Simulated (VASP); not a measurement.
Wanted: the native input for a VASP 6.6.1 run.

```
Task                   : single point
Functional             : r2SCAN
Potentials or basis    : VASP PAW PBE potentials, release 64 (Si, Ni)
Cutoff                 : 520 eV
k mesh                 : 10 × 10 × 10
Occupations            : gaussian, width 0.05 eV
Spin                   : collinear spin, ferrimagnetic start
Starting moments       : [-0.01, 0.06, 0.06, 0.06] μB
Dipole correction      : no
Further INCAR settings : ALGO = Normal; EDIFF = 1e-07; NBANDS = 29
```

The system is SiNi3.

```
CELL_PARAMETERS angstrom
3.54200 0.00000 0.00000
0.00000 3.54200 0.00000
0.00000 0.00000 3.54200
ATOMIC_POSITIONS crystal
Si 0.00000 0.00000 0.00000
Ni 0.00000 0.50000 0.50000
Ni 0.50000 0.00000 0.50000
Ni 0.50000 0.50000 0.00000
```

One way to write it, as run:

POSCAR

```
SiNi3
1.0
    3.5420000000      0.0000000000      0.0000000000
    0.0000000000      3.5420000000      0.0000000000
    0.0000000000      0.0000000000      3.5420000000
Si Ni
1 3
Direct
    0.0000000000      0.0000000000      0.0000000000
    0.0000000000      0.5000000000      0.5000000000
    0.5000000000      0.0000000000      0.5000000000
    0.5000000000      0.5000000000      0.0000000000
```

INCAR.step1

```
SYSTEM = SiNi3
PREC = Accurate ; ENCUT = 520
ISMEAR = 0 ; SIGMA = 0.05
LREAL = .False. ; LASPH = .True.
NELM = 150 ; ISPIN = 2
MAGMOM = -0.01 0.06 0.06 0.06 ; LMAXMIX = 4
NBANDS = 29 ; GGA = PE
ALGO = Normal ; EDIFF = 1E-4
LWAVE = .True. ; LCHARG = .False.
```

INCAR.step2

```
SYSTEM = SiNi3
PREC = Accurate ; ENCUT = 520
EDIFF = 1E-7 ; ISMEAR = 0
SIGMA = 0.05 ; LREAL = .False.
LASPH = .True. ; NELM = 150
ALGO = Normal ; ISIF = 2
LWAVE = .False. ; LCHARG = .False.
ISPIN = 2 ; MAGMOM = -0.01 0.06 0.06 0.06
LORBIT = 11 ; LMAXMIX = 4
METAGGA = R2SCAN ; LMIXTAU = .True.
NBANDS = 29 ; ISTART = 1
```

KPOINTS

```
Automatic mesh
0
Gamma
  10 10 10
  0 0 0
```

Potentials or basis: VASP PAW PBE potentials, release 64 (Si, Ni).

The run is started by

```bash
$ cat potpaw_PBE.64/Si/POTCAR potpaw_PBE.64/Ni/POTCAR > POTCAR
$ cp INCAR.step1 INCAR
$ mpirun -np 1 vasp_std > vasp.out
$ cp INCAR.step2 INCAR
$ mpirun -np 1 vasp_std > vasp.out
```

Results of the run:

* Pressure: -13.2 GPa
* Band gap on the k mesh: zero (filled and empty bands overlap)
* Net moment: 0.00 μB per cell
* Valence electrons inside the program's atomic spheres: Si 1.53; Ni 9.45

Caveat: the PAW data sets were made with another functional, which shifts forces and pressure a little.

It took 4.7 min on 1 thread of Intel(R) Xeon(R) 6975P-C (Granite Rapids), on a shared host, peak memory 0.25 GiB.
